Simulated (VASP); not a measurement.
Set up this calculation in VASP 6.6.1, as the native input.

| Quantity | Value |
| --- | --- |
| Task | single point |
| Functional | LDA |
| Potentials or basis | VASP PAW LDA potentials, release 64 (Bi_d, Cs_sv, Ag, Br) |
| Cutoff | 520 eV |
| k mesh | 4 × 4 × 4 |
| Occupations | fermi-dirac, width 0.05 eV |
| Spin | no spin polarisation |
| Hubbard terms | Ag d U = 4.0 eV |
| Dipole correction | no |
| Further INCAR settings | ALGO = Normal; EDIFF = 1e-06; NBANDS = 54 |

The structure of Cs2AgBiBr6 lies in POSCAR:

```
Cs2AgBiBr6
1.0
    0.0000000000      5.6161000000      5.6161000000
    5.6161000000      0.0000000000      5.6161000000
    5.6161000000      5.6161000000      0.0000000000
Bi Cs Ag Br
1 2 1 6
Direct
    0.0000000000      0.0000000000      0.0000000000
    0.7500000000      0.7500000000      0.7500000000
    0.2500000000      0.2500000000      0.2500000000
    0.5000000000      0.5000000000      0.5000000000
    0.7494500000      0.7494500000      0.2505500000
    0.2505500000      0.2505500000      0.7494500000
    0.7494500000      0.2505500000      0.2505500000
    0.7494500000      0.2505500000      0.7494500000
    0.2505500000      0.7494500000      0.7494500000
    0.2505500000      0.7494500000      0.2505500000
```

One way to write it, as run:

INCAR

```
SYSTEM = Cs2AgBiBr6
ALGO = Normal
EDIFF = 1E-6
ENCUT = 520
ISIF = 2
ISMEAR = -1
LASPH = .True.
LCHARG = .False.
LDAU = .True.
LDAUJ = 0 0 0 0
LDAUL = -1 -1 2 -1
LDAUPRINT = 1
LDAUTYPE = 2
LDAUU = 0 0 4 0
LMAXMIX = 4
LREAL = .False.
LWAVE = .False.
NBANDS = 54
NELM = 150
PREC = Accurate
SIGMA = 0.05
```

KPOINTS

```
k-points
0
Gamma
  4 4 4
  0 0 0
```

Potentials or basis: VASP PAW LDA potentials, release 64 (Bi_d, Cs_sv, Ag, Br).

Command:

```bash
$ cat potpaw_LDA.64/Bi_d/POTCAR potpaw_LDA.64/Cs_sv/POTCAR potpaw_LDA.64/Ag/POTCAR potpaw_LDA.64/Br/POTCAR > POTCAR
$ mpirun -np 1 vasp_std > vasp.out
```

Results of the run:

- Pressure: -1.4 GPa
- Largest force: 0.311 eV/Å
- Band gap on the k mesh: 1.43 eV (least direct gap 2.55 eV)

Caveat: spin-orbit coupling is left out, which moves the levels of the heavy elements.

It took 3.2 min on 1 thread of Intel(R) Xeon(R) Platinum 8259CL CPU @ 2.50GHz (Skylake/Cascade Lake), on a shared host, peak memory 0.47 GiB.
